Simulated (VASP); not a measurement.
# CdTe (Fm-3m) in VASP: a series of runs

CdTe is run at these levels: PBE; tasks: single point.

All numbers are computed with VASP 6.6.1; they aren't measurements. Logs are shortened: lines on timing, memory, paths and dates and some standing lists are left out, and cuts for length are marked.

**1. The cell of the first run**

The structure is cubic, space group Fm-3m (No. 225). The conventional cell has a = 5.576 Å, b = 5.576 Å, c = 5.576 Å, α = 90.00°, β = 90.00°, γ = 90.00°. Cd (site symmetry m-3m) has 6 Te at 2.79 Å within 3.7 Å. Te (site symmetry m-3m) has 6 Cd at 2.79 Å within 3.7 Å.

**2. Single point, PBE (O replaced by Te, lengths x 1.206, strained)**

File INCAR:

```
PREC = Accurate
ENCUT = 500
EDIFF = 1E-6
ISMEAR = 0
SIGMA = 0.1
LREAL = F
LASPH = T
NELM = 120
ALGO = Normal
ISIF = 2
LWAVE = F
LCHARG = F
GGA = PE
NBANDS = 16
GGA_COMPAT = F
```

File KPOINTS:

```
Automatic mesh
0
Gamma
  6 6 6
```

File POSCAR:

```
CdTe
1.0
    0.0000000000      2.7879089826      2.7879089826
    2.7879089826      0.0000000000      2.7879089826
    2.7879089826      2.7879089826      0.0000000000
Cd Te
1 1
Direct
    0.0000000000      0.0000000000      0.0000000000
    0.5000000000      0.5000000000      0.5000000000
```

Potentials or basis: VASP PAW PBE potentials, release 64 (Cd, Te).

Command:

```bash
$ cat potpaw_PBE.64/Cd/POTCAR potpaw_PBE.64/Te/POTCAR > POTCAR
$ mpirun -np 1 vasp_std > vasp.out
```

OUTCAR:

```text
PREC = Accurate
   ENCUT = 500
   EDIFF = 1E-6
   ISMEAR = 0
   LREAL = F
   LASPH = T
   NELM = 120
   ISIF = 2
   GGA = PE

 ion  position               nearest neighbor table
   1  0.000  0.000  0.000-   2 2.79   2 2.79   2 2.79   2 2.79   2 2.79   2 2.79
   2  0.500  0.500  0.500-   1 2.79   1 2.79   1 2.79   1 2.79   1 2.79   1 2.79

  LATTYP: Found a face centered cubic cell.
 ALAT       =     5.5758179652

  Lattice vectors:

 A1 = (   0.0000000000,   2.7879089826,   2.7879089826)
 A2 = (   2.7879089826,   0.0000000000,   2.7879089826)
 A3 = (   2.7879089826,   2.7879089826,   0.0000000000)

Analysis of symmetry for initial positions (statically):
=====================================================================
 Subroutine PRICEL returns:
 Original cell was already a primitive cell.

 Routine SETGRP: Setting up the symmetry group for a
 face centered cubic supercell.

 Subroutine GETGRP returns: Found 48 space group operations
 (whereof 48 operations were pure point group operations)
 out of a pool of 48 trial point group operations.

The static configuration has the point symmetry O_h .

Analysis of symmetry for dynamics (positions and initial velocities):
=====================================================================
 Subroutine PRICEL returns:
 Original cell was already a primitive cell.

 Routine SETGRP: Setting up the symmetry group for a
 face centered cubic supercell.

 Subroutine GETGRP returns: Found 48 space group operations
 (whereof 48 operations were pure point group operations)
 out of a pool of 48 trial point group operations.

The dynamic configuration has the point symmetry O_h .

 Subroutine INISYM returns: Found 48 space group operations
 (whereof 48 operations are pure point group operations),
 and found     1 'primitive' translations

----------------------------------------------------------------------------------------

                                     Primitive cell

  volume of cell :      43.3377

  direct lattice vectors                    reciprocal lattice vectors
     0.000000000  2.787908983  2.787908983    -0.179345884  0.179345884  0.179345884
     2.787908983  0.000000000  2.787908983     0.179345884 -0.179345884  0.179345884
     2.787908983  2.787908983  0.000000000     0.179345884  0.179345884 -0.179345884

  length of vectors
     3.942698694  3.942698694  3.942698694     0.310636183  0.310636183  0.310636183

  position of ions in fractional coordinates (direct lattice)
     0.000000000  0.000000000  0.000000000
     0.500000000  0.500000000  0.500000000

  ion indices of the primitive-cell ions
   primitive index   ion index
                 1           1
                 2           2

----------------------------------------------------------------------------------------

 KPOINTS: Automatic mesh

Automatic generation of k-mesh.
 Grid dimensions read from file:
 generate k-points for:    6    6    6

 Generating k-lattice:

  Cartesian coordinates                     Fractional coordinates (reciprocal lattice)
    -0.029890981  0.029890981  0.029890981     0.166666667  0.000000000  0.000000000
     0.029890981 -0.029890981  0.029890981     0.000000000  0.166666667  0.000000000
     0.029890981  0.029890981 -0.029890981     0.000000000  0.000000000  0.166666667

  Length of vectors
     0.051772697  0.051772697  0.051772697

  Shift w.r.t. Gamma in fractional coordinates (k-lattice)
     0.000000000  0.000000000  0.000000000

 Subroutine IBZKPT returns following result:
 ===========================================

 Found     16 irreducible k-points:

 Following reciprocal coordinates:
            Coordinates               Weight
  0.000000  0.000000  0.000000      1.000000
  0.166667  0.000000  0.000000      8.000000
  0.333333  0.000000  0.000000      8.000000
  0.500000  0.000000  0.000000      4.000000
  0.166667  0.166667  0.000000      6.000000
  0.333333  0.166667  0.000000     24.000000
[... 8 lines left out ...]
 -0.333333  0.333333  0.166667     24.000000
 -0.333333  0.500000  0.166667     12.000000
   k-points           NKPTS =     16   k-points in BZ     NKDIM =     16   number of bands    NBANDS=     16
   number of dos      NEDOS =    301   number of ions     NIONS =      2
   total plane-waves  NPLWV =  27000
   dimension x,y,z NGX =    30 NGY =   30 NGZ =   30
   dimension x,y,z NGXF=    60 NGYF=   60 NGZF=   60
   ions per type =               1   1
   NGX,Y,Z   is equivalent  to a cutoff of  12.65, 12.65, 12.65 a.u.
   NGXF,Y,Z  is equivalent  to a cutoff of  25.30, 25.30, 25.30 a.u.
 SYSTEM =  unknown system
   PREC   = accura    normal or accurate (medium, high low for compatibility)
   ISTART =      0    job   : 0-new  1-cont  2-samecut
   ICHARG =      2    charge: 1-file 2-atom 10-const
   ISPIN  =      1    spin polarized calculation?
   LNONCOLLINEAR =      F non collinear calculations
   LSORBIT =      F    spin-orbit coupling
   LASPH  =      T    aspherical Exc in radial PAW
   ENCUT  =  500.0 eV  36.75 Ry    6.06 a.u.   7.19  7.19  7.19*2*pi/ulx,y,z
   NELM   =    120;   NELMIN=  2; NELMDL= -5     # of ELM steps
   EDIFF  = 0.1E-05   stopping-criterion for ELM
   LREAL  =      F    real-space projection
   EDIFFG = 0.1E-04   stopping-criterion for IOM
   NSW    =      0    number of steps for IOM
   IBRION =     -1    ionic relax: 0-MD 1-quasi-New 2-CG
   NFREE  =      0    steps in history (QN), initial steepest desc. (CG)
   ISIF   =      2    stress and relaxation
   ISYM   =      2    0-nonsym 1-usesym 2-fastsym
   POTIM  = 0.5000    time-step for ionic-motion
   TEBEG  =    0.0;   TEEND  =   0.0 temperature during run
   PSTRESS=    0.0 pullay stress
   NELECT =      18.0000    total number of electrons
   NUPDOWN=      -1.0000    fix difference up-down
   EMIN   =  10.00;   EMAX   =-10.00  energy-range for DOS
   EFERMI =   0.00;   METHOD = LEGACY
   ISMEAR =     0;   SIGMA  =   0.10  broadening in eV -4-tet -1-fermi 0-gaus
   EFERMI_NEDOS =   21; number of points for ismear=-14 and -15
   IALGO  =     38    algorithm
   IMIX   =      4    mixing-type and parameters
     AMIX     =   0.40;   BMIX     =  1.00
     AMIX_MAG =   1.60;   BMIX_MAG =  1.00
  volume/ion in A,a.u.               =      21.67       146.23
  Fermi-wavevector in a.u.,A,eV,Ry     =   1.221454  2.308213 20.299207  1.491950
  Thomas-Fermi vector in A             =   2.356636
   LORBIT       =      0    0 simple, 1 ext, 2 COOP (PROOUT), +10 PAW based schemes
   GGA     = PE    functional components
   LHFCALC =     F    Hartree Fock is set to
   AEXX    =    0.0000 exact exchange contribution
   IVDW    =     0    specifies the selected vdW correction
   LEPSILON=     F    determine dielectric tensor
   LRPA    =     F    only Hartree local field effects (RPA)
 non-spin polarized calculation
 Gauss-broadening in eV      SIGMA  =   0.10
  energy-cutoff  :      500.00
  volume of cell :       43.34
 maximum number of plane-waves:      1113
 NGX is ok and might be reduce to    30
   NGX = 15   NGY = 15   NGZ = 15

 number of electron      17.9999998 magnetization

 Free energy of the ion-electron system (eV)
  ---------------------------------------------------
  ext. energy  EPLUGINS =         0.00000000
  ---------------------------------------------------
  free energy    TOTEN  =        -3.51467843 eV

  energy without entropy =       -3.50616409  energy(sigma->0) =       -3.51042126

 E-fermi :   7.2644     XC(G=0): -11.0411

 val. band max:        7.2639303792   @ k =   0.5000   0.0000   0.0000
 cond. band min:       7.3192782315   @ k =   0.5000   0.3333   0.0000
 fundamental gap:      0.0553478523
 Fermi energy:         7.2644109858

 k-point     1 :       0.0000    0.0000    0.0000
  band No.  band energies     occupation
      1      -6.5313      2.00000
      2      -2.0282      2.00000
      3      -2.0282      2.00000
      4      -1.9740      2.00000
      5      -1.9740      2.00000
      6      -1.9740      2.00000
[... 8 lines left out ...]
     15      15.6353      0.00000
     16      15.6353      0.00000

 k-point     2 :       0.1667    0.0000    0.0000
  band No.  band energies     occupation
      1      -6.1938      2.00000
      2      -2.1150      2.00000
      3      -2.1150      2.00000
      4      -2.0078      2.00000
      5      -1.9325      2.00000
      6      -1.9325      2.00000
[... 8 lines left out ...]
     15      15.2784      0.00000
     16      15.2784      0.00000

 k-point     3 :       0.3333    0.0000    0.0000
  band No.  band energies     occupation
      1      -5.3045      2.00000
      2      -2.2898      2.00000
      3      -2.2898      2.00000
      4      -2.1383      2.00000
      5      -1.8380      2.00000
      6      -1.8380      2.00000
[... 8 lines left out ...]
     15      16.9665      0.00000
     16      16.9665      0.00000

 k-point     4 :       0.5000    0.0000    0.0000
  band No.  band energies     occupation
      1      -4.6138      2.00000
      2      -2.3739      2.00000
      3      -2.3739      2.00000
      4      -2.3347      2.00000
      5      -1.7892      2.00000
      6      -1.7892      2.00000
[... 8 lines left out ...]
     15      19.0218      0.00000
     16      19.0218      0.00000
[... 172 lines left out ...]
 k-point    14 :       0.5000    0.3333    0.1667
  band No.  band energies     occupation
      1      -5.0443      2.00000
      2      -2.1833      2.00000
      3      -2.0790      2.00000
      4      -2.0588      2.00000
      5      -1.7924      2.00000
      6      -1.5908      2.00000
[... 8 lines left out ...]
     15      19.4288      0.00000
     16      19.5724      0.00000

 k-point    15 :      -0.3333    0.3333    0.1667
  band No.  band energies     occupation
      1      -4.8213      2.00000
      2      -2.2565      2.00000
      3      -2.0494      2.00000
      4      -1.9937      2.00000
      5      -1.7445      2.00000
      6      -1.1612      2.00000
[... 8 lines left out ...]
     15      18.5931      0.00000
     16      20.5474      0.00000

 k-point    16 :      -0.3333    0.5000    0.1667
  band No.  band energies     occupation
      1      -4.9484      2.00000
      2      -2.1249      2.00000
      3      -2.0780      2.00000
      4      -1.8757      2.00000
      5      -1.7027      2.00000
      6      -0.5731      2.00000
[... 8 lines left out ...]
     15      20.0038      0.00000
     16      21.2519      0.00000

------------------------ aborting loop because EDIFF is reached ----------------------------------------

  FORCE on cell =-STRESS in cart. coord.  units (eV):
  Direction    XX          YY          ZZ          XY          YZ          ZX
  --------------------------------------------------------------------------------------
  -------------------------------------------------------------------------------------
  Total        7.2496827      7.2496827      7.2496827      0.0000000     -0.0000000     -0.0000000
  in kB      268.0179066    268.0179066    268.0179066      0.0000000     -0.0000000     -0.0000000
  external PRESSURE =     268.0179066 kB  Pullay stress =       0.0000000 kB

 VOLUME and BASIS-vectors are now :
 -----------------------------------------------------------------------------
  energy-cutoff  :      500.00
  volume of cell :       43.34
      direct lattice vectors                 reciprocal lattice vectors
     0.000000000  2.787908983  2.787908983    -0.179345884  0.179345884  0.179345884
     2.787908983  0.000000000  2.787908983     0.179345884 -0.179345884  0.179345884
     2.787908983  2.787908983  0.000000000     0.179345884  0.179345884 -0.179345884

 POSITION                                       TOTAL-FORCE (eV/Angst)
 -----------------------------------------------------------------------------------
      0.00000      0.00000      0.00000         0.000000      0.000000      0.000000
      2.78791      2.78791      2.78791         0.000000      0.000000     -0.000000
 -----------------------------------------------------------------------------------
    total drift:                               -0.000000      0.000000      0.000000

  FREE ENERGIE OF THE ION-ELECTRON SYSTEM (eV)
  ---------------------------------------------------
  free  energy   TOTEN  =        -3.5146784325 eV

  energy  without entropy=       -3.5061640851  energy(sigma->0) =       -3.51042126
```

Wall time 10 s (1 thread of Intel Xeon 6975P-C (Granite Rapids), shared host); peak memory 0.17 GiB.

Results:

| Property | Result |
| --- | --- |
| Free energy | -3.5147 eV |
| Pressure | 26.8 GPa |
| Band gap on the k mesh | zero (band 9 reaches 7.34 eV, above the bottom of band 10 at 5.69 eV) |

Caveat: the cell differs from its parent crystal (O replaced by Te, lengths x 1.206, strained); spin-orbit coupling is left out, which moves the levels of the heavy elements.

**3. Single point, PBE (O replaced by Te, lengths x 1.206, strained)**

File INCAR:

```
SYSTEM = CdTe
ALGO = Normal ; EDIFF = 1E-6
ENCUT = 500 ; GGA = PE
GGA_COMPAT = .FALSE. ; ISIF = 2
ISMEAR = 0 ; LASPH = .TRUE.
LCHARG = .FALSE. ; LREAL = .FALSE.
LWAVE = .FALSE. ; NBANDS = 16
NELM = 120 ; PREC = Accurate
SIGMA = 0.1
```

File KPOINTS:

```
k-points
0
G
  12 12 12
  0 0 0
```

File POSCAR:

```
CdTe
1.0
    0.0000000000      2.9384720922      2.9384720922
    2.9384720922      0.0000000000      2.9384720922
    2.9384720922      2.9384720922      0.0000000000
Cd Te
1 1
Direct
    0.0000000000      0.0000000000      0.0000000000
    0.5000000000      0.5000000000      0.5000000000
```

Potentials or basis: VASP PAW PBE potentials, release 64 (Cd, Te).

Command:

```bash
$ cat potpaw_PBE.64/Cd/POTCAR potpaw_PBE.64/Te/POTCAR > POTCAR
$ mpirun -np 1 vasp_std > vasp.out
```

It took 29 s on 1 thread of Intel Xeon 6975P-C (Granite Rapids), shared host; peak memory 0.21 GiB.

Results (log left out):

```
Free energy            : -4.3015 eV
Pressure               : 8.1 GPa
Band gap on the k mesh : zero (band 9 reaches 5.27 eV, above the bottom of band 10 at 3.82 eV)
```

Levels at points of the mesh, in eV from the Fermi level:
```
           k point  band 5  band 6  band 7  band 8  band 9  band 10  band 11  band 12  band 13  band 14
(0.00, 0.00, 0.00)   -8.51   -8.51   -0.55   -0.55   -0.55     0.96     7.17     7.17     7.17     8.09
(0.50, 0.00, 0.00)   -8.40   -8.40   -5.76    0.03    0.03     2.70     3.93     3.93     5.39    10.73
(0.50, 0.50, 0.00)   -8.34   -7.45   -4.81   -2.46   -2.46    -1.33     4.06     9.92     9.92    10.73
```

Caveat: the cell differs from its parent crystal (O replaced by Te, lengths x 1.206, strained); spin-orbit coupling is left out, which moves the levels of the heavy elements.

**4. Single point, PBE (O replaced by Te, lengths x 1.206, strained)**

File INCAR:

```
PREC = Accurate
ENCUT = 500
EDIFF = 1E-6
ISMEAR = 0
SIGMA = 0.1
LREAL = False
LASPH = True
NELM = 120
ALGO = Normal
ISIF = 2
LWAVE = False
LCHARG = False
GGA = PE
NBANDS = 16
GGA_COMPAT = False
```

File KPOINTS:

```
regular mesh
0
Gamma
  14 14 14
```

File POSCAR:

```
CdTe
1.0
    0.0000000000      2.7879089826      2.7879089826
    2.7879089826      0.0000000000      2.7879089826
    2.7879089826      2.7879089826      0.0000000000
Cd Te
1 1
Direct
    0.0000000000      0.0000000000      0.0000000000
    0.5000000000      0.5000000000      0.5000000000
```

Command:

```bash
$ cat potpaw_PBE.64/Cd/POTCAR potpaw_PBE.64/Te/POTCAR > POTCAR
$ mpirun -np 1 vasp_std > vasp.out
```

Wall time 47 s (1 thread of Intel Xeon 6975P-C (Granite Rapids), shared host); peak memory 0.22 GiB.

It converged, with:

```
Free energy            : -3.5522 eV
Pressure               : 26.8 GPa
Band gap on the k mesh : zero (band 9 reaches 7.37 eV, above the bottom of band 10 at 5.69 eV)
```

Levels at points of the mesh, in eV from the Fermi level:
```csv
k point,band 5,band 6,band 7,band 8,band 9,band 10,band 11,band 12,band 13,band 14
"(0.00, 0.00, 0.00)",-9.18,-9.18,-0.80,-0.80,-0.80,1.96,7.14,7.14,7.14,7.62
"(0.50, 0.00, 0.00)",-8.99,-8.99,-6.77,0.08,0.08,2.53,3.67,3.67,6.10,11.61
"(0.50, 0.50, 0.00)",-8.91,-7.59,-6.06,-3.21,-3.21,-1.50,3.64,10.90,10.90,11.84
```

Caveat: the cell differs from its parent crystal (O replaced by Te, lengths x 1.206, strained); spin-orbit coupling is left out, which moves the levels of the heavy elements.

**5. Overview**

```csv
cell,k mesh,gap on the mesh (eV),pressure (GPa)
"a = 3.943 Å, angles 60.0°, 2 atoms",6 × 6 × 6,none,26.8
"a = 4.156 Å, angles 60.0°, 2 atoms",12 × 12 × 12,none,8.1
"a = 3.943 Å, angles 60.0°, 2 atoms",14 × 14 × 14,none,26.8
```

Alike in all rows: task single point; level PBE; potentials or basis VASP PAW PBE potentials, release 64 (Cd, Te); no spin polarisation; cutoff (eV) 500; smearing gaussian 0.1 eV.

Caveats: spin-orbit coupling is left out, which moves the levels of the heavy elements.

Absolute energies hang on the potentials; compare differences alone.
